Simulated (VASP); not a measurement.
Input of a VASP 6.6.1 run:

File INCAR:

```
PREC = Accurate ; ENCUT = 520
EDIFF = 1E-7 ; ISMEAR = 0
SIGMA = 0.01 ; LREAL = F
LASPH = T ; NELM = 100
ALGO = Fast ; ISIF = 2
LWAVE = F ; LCHARG = F
GGA = PE ; NBANDS = 33
```

KPOINTS

```
Automatic mesh
0
Gamma
  12 12 6
```

File POSCAR:

```
GaReSi
1.0
    3.2103103542      0.0000000000      0.0000000000
    0.0000000000      3.2103103542      0.0000000000
    0.0000000000      0.0000000000      8.1154343491
Ga Si Re
2 2 2
Direct
    0.5000000000      0.0000000000      0.9136582377
    0.0000000000      0.5000000000      0.0863417623
    0.0000000000      0.5000000000      0.4155231367
    0.5000000000      0.0000000000      0.5844768633
    0.0000000000      0.5000000000      0.7287746583
    0.5000000000      0.0000000000      0.2712253417
```

Potentials or basis: VASP PAW PBE potentials, release 64 (Ga_d, Si, Re).

The run is started by

```console
$ cat potpaw_PBE.64/Ga_d/POTCAR potpaw_PBE.64/Si/POTCAR potpaw_PBE.64/Re/POTCAR > POTCAR
$ mpirun -np 1 vasp_std > vasp.out
```

Problem. Estimate the pressure.

Solution. 0.3 GPa.

Problem. Estimate the band gap on the k mesh.

Solution. 0.20 eV (least direct gap 0.87 eV).

Forces on the atoms (eV/Å):
```
Ga   0.000  0.000  0.003
Ga   0.000  0.000 -0.003
Si   0.000  0.000  0.013
Si   0.000  0.000 -0.013
Re   0.000  0.000 -0.008
Re   0.000  0.000  0.008
```

Caveat: spin-orbit coupling is left out, which moves the levels of the heavy elements. A k mesh can miss the band edges.
